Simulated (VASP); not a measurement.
# Mg (P-1) in VASP: further runs

Mg is run at these levels: PBEsol; tasks: single point.

Everything below comes from runs of VASP 6.6.1. Logs are shortened: lines on timing, memory, paths and dates and some standing lists are left out, and cuts for length are marked.

## (1) The cell of the first run

The typed cell holds 2 atoms: a = 3.209 Å, b = 3.209 Å, c = 5.210 Å, α = 90.00°, β = 90.00°, γ = 120.00°.

## (2) Single point, PBEsol

Input file INCAR:

```
SYSTEM = Mg
PREC     = Accurate       ! precision mode
ENCUT    = 520            ! plane-wave cutoff, eV
EDIFF    = 1E-6           ! SCF threshold, eV
ISMEAR   = 0              ! smearing method
SIGMA    = 0.05           ! smearing width, eV
LREAL    = .False.        ! projectors in reciprocal space
LASPH    = .True.         ! aspherical terms in the spheres
NELM     = 80             ! most SCF steps
ALGO     = Fast           ! electronic algorithm
ISIF     = 2              ! what is computed and relaxed
LWAVE    = .False.        ! write WAVECAR
LCHARG   = .True.         ! write CHGCAR
GGA      = PS             ! functional
LELF     = .True.         ! ELF
LVHAR    = .True.       
NBANDS   = 9              ! bands
```

Input file KPOINTS:

```
regular mesh
0
Gamma
  7 7 4
  0 0 0
```

Input file POSCAR:

```
Mg
1.0
    3.2093000000      0.0000000000      0.0000000000
   -1.6046500000      2.7793353284      0.0000000000
    0.0000000000      0.0000000000      5.2103000000
Mg
2
Direct
    0.6716710000      0.3385810000      0.7543150000
    0.3365900000      0.6809960000      0.2431600000
```

Potentials or basis: VASP PAW PBE potentials, release 64 (Mg).

The run is started by

```bash
> cat potpaw_PBE.64/Mg/POTCAR > POTCAR
> mpirun -np 1 vasp_std > vasp.out
```

OUTCAR:

```text
SYSTEM = Mg
   PREC = Accurate
   ENCUT = 520
   EDIFF = 1E-6
   ISMEAR = 0
   LREAL = .False.
   LASPH = .True.
   NELM = 80
   ISIF = 2
   GGA = PS

 ion  position               nearest neighbor table
   1  0.672  0.339  0.754-   2 3.13   2 3.15   2 3.17   2 3.23   2 3.24   2 3.26
   2  0.337  0.681  0.243-   1 3.13   1 3.15   1 3.17   1 3.23   1 3.24   1 3.26

  LATTYP: Found a hexagonal cell.
 ALAT       =     3.2093000000
 C/A-ratio  =     1.6235004518

  Lattice vectors:

 A1 = (   3.2093000000,   0.0000000000,   0.0000000000)
 A2 = (  -1.6046500000,   2.7793353284,   0.0000000000)
 A3 = (   0.0000000000,   0.0000000000,   5.2103000000)

Analysis of symmetry for initial positions (statically):
=====================================================================
 Subroutine PRICEL returns:
 Original cell was already a primitive cell.

 Routine SETGRP: Setting up the symmetry group for a
 hexagonal supercell.

 Subroutine GETGRP returns: Found  2 space group operations
 (whereof  1 operations were pure point group operations)
 out of a pool of 24 trial point group operations.

The static configuration has the point symmetry C_1 .
 The point group associated with its full space group is S_2 .

Analysis of symmetry for dynamics (positions and initial velocities):
=====================================================================
 Subroutine PRICEL returns:
 Original cell was already a primitive cell.

 Routine SETGRP: Setting up the symmetry group for a
 hexagonal supercell.

 Subroutine GETGRP returns: Found  2 space group operations
 (whereof  1 operations were pure point group operations)
 out of a pool of 24 trial point group operations.

The dynamic configuration has the point symmetry C_1 .
 The point group associated with its full space group is S_2 .

 Subroutine INISYM returns: Found  2 space group operations
 (whereof  1 operations are pure point group operations),
 and found     1 'primitive' translations

----------------------------------------------------------------------------------------

                                     Primitive cell

  volume of cell :      46.4744

  direct lattice vectors                    reciprocal lattice vectors
     3.209300000  0.000000000  0.000000000     0.311594429  0.179899127  0.000000000
    -1.604650000  2.779335328  0.000000000     0.000000000  0.359798255  0.000000000
     0.000000000  0.000000000  5.210300000     0.000000000  0.000000000  0.191927528

  length of vectors
     3.209300000  3.209300000  5.210300000     0.359798255  0.359798255  0.191927528
[... 88 lines left out ...]
   ISYM   =      2    0-nonsym 1-usesym 2-fastsym
   POTIM  = 0.5000    time-step for ionic-motion
   TEBEG  =    0.0;   TEEND  =   0.0 temperature during run
   PSTRESS=    0.0 pullay stress
   NELECT =       4.0000    total number of electrons
   NUPDOWN=      -1.0000    fix difference up-down
   EMIN   =  10.00;   EMAX   =-10.00  energy-range for DOS
   EFERMI =   0.00;   METHOD = LEGACY
   ISMEAR =     0;   SIGMA  =   0.05  broadening in eV -4-tet -1-fermi 0-gaus
   EFERMI_NEDOS =   21; number of points for ismear=-14 and -15
   IALGO  =     68    algorithm
   IMIX   =      4    mixing-type and parameters
     AMIX     =   0.40;   BMIX     =  1.00
     AMIX_MAG =   1.60;   BMIX_MAG =  1.00
  volume/ion in A,a.u.               =      23.24       156.81
  Fermi-wavevector in a.u.,A,eV,Ry     =   0.722809  1.365911  7.108401  0.522453
  Thomas-Fermi vector in A             =   1.812866
   LORBIT       =      0    0 simple, 1 ext, 2 COOP (PROOUT), +10 PAW based schemes
   GGA     = PS    functional components
   LHFCALC =     F    Hartree Fock is set to
   AEXX    =    0.0000 exact exchange contribution
   IVDW    =     0    specifies the selected vdW correction
   LEPSILON=     F    determine dielectric tensor
   LRPA    =     F    only Hartree local field effects (RPA)
 non-spin polarized calculation
 RMM-DIIS sequential band-by-band and
 Gauss-broadening in eV      SIGMA  =   0.05
  energy-cutoff  :      520.00
  volume of cell :       46.47
 maximum number of plane-waves:      1268
   NGX = 11   NGY = 11   NGZ = 19

 number of electron       4.0000000 magnetization

 Free energy of the ion-electron system (eV)
  ---------------------------------------------------
  ext. energy  EPLUGINS =         0.00000000
  ---------------------------------------------------
  free energy    TOTEN  =        -3.45738895 eV

  energy without entropy =       -3.45564550  energy(sigma->0) =       -3.45651722

 E-fermi :   2.4984     XC(G=0):  -8.4950

 val. band max:        2.4964233687   @ k =  -0.4286   0.4286   0.2500
 cond. band min:       2.4994183657   @ k =   0.4286  -0.4286   0.2500
 fundamental gap:      0.0029949971
 Fermi energy:         2.4983829775

 k-point     1 :       0.0000    0.0000    0.0000
  band No.  band energies     occupation
      1      -4.3510      2.00000
      2       0.8686      2.00000
      3       1.2873      2.00000
      4      13.3777      0.00000
      5      13.3826      0.00000
      6      13.4637      0.00000
      7      13.4728      0.00000
      8      14.2837      0.00000
      9      15.8141      0.00000
[... 265 lines left out ...]
 k-point    24 :      -0.2857   -0.4286    0.0000
  band No.  band energies     occupation
      1       0.3132      2.00000
      2       2.8616      0.00000
      3       2.9142      0.00000
      4       5.2418      0.00000
      5       6.0889      0.00000
      6       7.5955      0.00000
      7       8.1684      0.00000
      8       8.5773      0.00000
      9       9.3578      0.00000

 [... further k-points ...]

------------------------ aborting loop because EDIFF is reached ----------------------------------------

  FORCE on cell =-STRESS in cart. coord.  units (eV):
  Direction    XX          YY          ZZ          XY          YZ          ZX
  --------------------------------------------------------------------------------------
  -------------------------------------------------------------------------------------
  Total       -0.5792086     -0.5808835      0.3426241     -0.0012007     -0.0055138      0.0040668
  in kB      -19.9678629    -20.0256036     11.8117574     -0.0413934     -0.1900863      0.1402015
  external PRESSURE =      -9.3939030 kB  Pullay stress =       0.0000000 kB

 VOLUME and BASIS-vectors are now :
 -----------------------------------------------------------------------------
  energy-cutoff  :      520.00
  volume of cell :       46.47
      direct lattice vectors                 reciprocal lattice vectors
     3.209300000  0.000000000  0.000000000     0.311594429  0.179899127  0.000000000
    -1.604650000  2.779335328  0.000000000     0.000000000  0.359798255  0.000000000
     0.000000000  0.000000000  5.210300000     0.000000000  0.000000000  0.191927528

 POSITION                                       TOTAL-FORCE (eV/Angst)
 -----------------------------------------------------------------------------------
      1.61229      0.94103      3.93021        -0.011795      0.015864     -0.189698
     -0.01254      1.89272      1.26694         0.011795     -0.015864      0.189698
 -----------------------------------------------------------------------------------
    total drift:                               -0.000001     -0.000000      0.000001

  FREE ENERGIE OF THE ION-ELECTRON SYSTEM (eV)
  ---------------------------------------------------
  free  energy   TOTEN  =        -3.4573889457 eV

  energy  without entropy=       -3.4556455032  energy(sigma->0) =       -3.45651722
```

OSZICAR:

```text
N       E                     dE             d eps       ncg     rms          rms(c)
DAV:   1    -0.626907845809E+00   -0.62691E+00   -0.13443E+03  1782   0.321E+02
DAV:   2    -0.344263673844E+01   -0.28157E+01   -0.26839E+01  2353   0.279E+01
DAV:   3    -0.347746710336E+01   -0.34830E-01   -0.34708E-01  2227   0.268E+00
DAV:   4    -0.347758386128E+01   -0.11676E-03   -0.11675E-03  2295   0.147E-01
DAV:   5    -0.347758444109E+01   -0.57980E-06   -0.57980E-06  2194   0.965E-03    0.939E-01
RMM:   6    -0.346690161573E+01    0.10683E-01   -0.58793E-04  1818   0.160E-01    0.598E-01
RMM:   7    -0.345740298580E+01    0.94986E-02   -0.24561E-03  1892   0.315E-01    0.305E-02
RMM:   8    -0.345738919261E+01    0.13793E-04   -0.97246E-05  1995   0.711E-02    0.975E-03
RMM:   9    -0.345738894566E+01    0.24696E-06   -0.64840E-06  2076   0.171E-02
   1 F= -.34573889E+01 E0= -.34565172E+01  d E =-.174344E-02
```

stdout:

```text
POSCAR found type information on POSCAR Mg
 POSCAR found :  1 types and       2 ions
 scaLAPACK will be used
 -----------------------------------------------------------------------------
|                                                                             |
|                                                                             |
|     You enforced a specific xc type in the INCAR file but a different       |
|     I HOPE YOU KNOW WHAT YOU ARE DOING!                                     |
|                                                                             |
 -----------------------------------------------------------------------------

 LDA part: xc-table for (Slater+PW92), standard interpolation
 POSCAR, INCAR and KPOINTS ok, starting setup
 FFT: planning ... GRIDC
 FFT: planning ... GRID_SOFT
 FFT: planning ... GRID
 WAVECAR not read
 entering main loop
```

Run time: 17 s. Hardware: 1 thread of Intel Xeon Platinum 8259CL at 2.50GHz (Skylake/Cascade Lake), shared host; peak memory 0.18 GiB.

Results:

```yaml
Free_energy: -3.4574 eV
Pressure: -0.9 GPa
Largest_force: 0.191 eV/Å
Band_gap_on_the_k_mesh: zero (bands 2 and 3 overlap by 2.02 eV)
```

Forces on the atoms (eV/Å):
```
Mg  -0.012  0.016 -0.190
Mg   0.012 -0.016  0.190
```

Stress tensor (GPa, compression positive):
```
-2.00  0.00  0.01
 0.00 -2.00 -0.02
 0.01 -0.02  1.18
```

Levels at points of the mesh, in eV from the Fermi level:
| k point | band 1 | band 2 | band 3 | band 4 | band 5 | band 6 | band 7 |
| --- | --- | --- | --- | --- | --- | --- | --- |
| (0.00, 0.00, 0.00) | -6.85 | -1.63 | -1.21 | 10.88 | 10.88 | 10.97 | 10.97 |
| (0.00, 0.00, 0.50) | -5.56 | -5.37 | 5.00 | 5.05 | 11.60 | 11.61 | 11.62 |

Caveat: the PAW data sets were made with another functional, which shifts forces and pressure a little.

(Continued in part 2 of 2.)
